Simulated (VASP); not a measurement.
Runs of VASP 6.6.1 on AgCl. The structure is that of space group P6_3/mmc (No. 194), or close to it. The cells are those of the table. 

```csv
level,cell,smearing,gap on the mesh (eV),pressure (GPa)
r2SCAN,"a = 4.475, b = 4.475, c = 5.789 Å, angles 90.0, 90.0, 120.0°, 4 atoms",gaussian 0.01 eV,1.72,0.4
r2SCAN,"a = 4.520, b = 4.520, c = 5.894 Å, angles 90.0, 90.0, 120.0°, 4 atoms",gaussian 0.01 eV,1.74,-1.0
r2SCAN,"a = 4.633, b = 4.633, c = 5.866 Å, angles 90.0, 90.0, 120.0°, 4 atoms",gaussian 0.01 eV,1.82,(a)
PBE,"a = 4.520, b = 4.520, c = 5.722 Å, angles 90.0, 90.0, 120.0°, 4 atoms",fermi-dirac 0.02 eV,1.36,1.1
PBE,"a = 4.542, b = 4.542, c = 5.681 Å, angles 90.0, 90.0, 120.0°, 4 atoms",fermi-dirac 0.02 eV,1.32,1.0
PBE,"a = 4.520, b = 4.520, c = 5.894 Å, angles 90.0, 90.0, 120.0°, 4 atoms",fermi-dirac 0.02 eV,1.35,0.2
PBE,"a = 4.475, b = 4.475, c = 5.789 Å, angles 90.0, 90.0, 120.0°, 4 atoms",fermi-dirac 0.02 eV,1.34,(c)
r2SCAN,"a = 4.520, b = 4.520, c = 5.722 Å, angles 90.0, 90.0, 120.0°, 4 atoms",gaussian 0.01 eV,(b),-0.1
```

Alike in all rows: task single point; potentials or basis VASP PAW PBE potentials, release 64 (Ag, Cl); no spin polarisation; k mesh 6 × 6 × 4; cutoff (eV) 520.

**Question.** Estimate the missing entries.

**Answer.** (a) -2.5; (b) 1.77; (c) 1.6.

Caveats: the PAW data sets were made with another functional, which shifts forces and pressure a little (some runs).

A k mesh can miss the band edges, and the runs leave out spin-orbit coupling on Ag.
